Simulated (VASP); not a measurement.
Input of a VASP 6.6.1 run:

Contents of POSCAR:

```
PbF2
1.0
    0.0000000000      2.9000048101      2.9000048101
    2.9000048101      0.0000000000      2.9000048101
    2.9000048101      2.9000048101      0.0000000000
Pb F
1 2
Direct
    0.0000000000      0.0000000000      0.0000000000
    0.2500000000      0.2500000000      0.2500000000
    0.7500000000      0.7500000000      0.7500000000
```

File INCAR.step1:

```
SYSTEM = PbF2
PREC = Accurate
ENCUT = 520
ISMEAR = 0
SIGMA = 0.01
LREAL = .FALSE.
LASPH = .TRUE.
NELM = 60
NBANDS = 21
GGA = PE
ALGO = Normal
EDIFF = 1E-4
LWAVE = .TRUE.
LCHARG = .FALSE.
```

File INCAR.step2:

```
SYSTEM = PbF2
PREC = Accurate
ENCUT = 520
EDIFF = 1E-7
ISMEAR = 0
SIGMA = 0.01
LREAL = .FALSE.
LASPH = .TRUE.
NELM = 60
ALGO = Normal
ISIF = 2
LWAVE = .FALSE.
LCHARG = .FALSE.
METAGGA = R2SCAN
LMIXTAU = .TRUE.
NBANDS = 21
ISTART = 1
```

File KPOINTS:

```
Automatic mesh
0
G
  6 6 6
  0 0 0
```

Potentials or basis: VASP PAW PBE potentials, release 64 (Pb_d, F).

The run is started by

```console
$ cat potpaw_PBE.64/Pb_d/POTCAR potpaw_PBE.64/F/POTCAR > POTCAR
$ cp INCAR.step1 INCAR
$ mpirun -np 1 vasp_std > vasp.out
$ cp INCAR.step2 INCAR
$ mpirun -np 1 vasp_std > vasp.out
```

Task: Predict the band gap on the k mesh.

Result: 4.93 eV, indirect (least direct gap 5.05 eV).

Task: What does it give for the pressure?

Result: 5.5 GPa.

Caveat: the PAW data sets were made with another functional, which shifts forces and pressure a little; spin-orbit coupling is left out, which moves the levels of the heavy elements. A k mesh can miss the band edges.
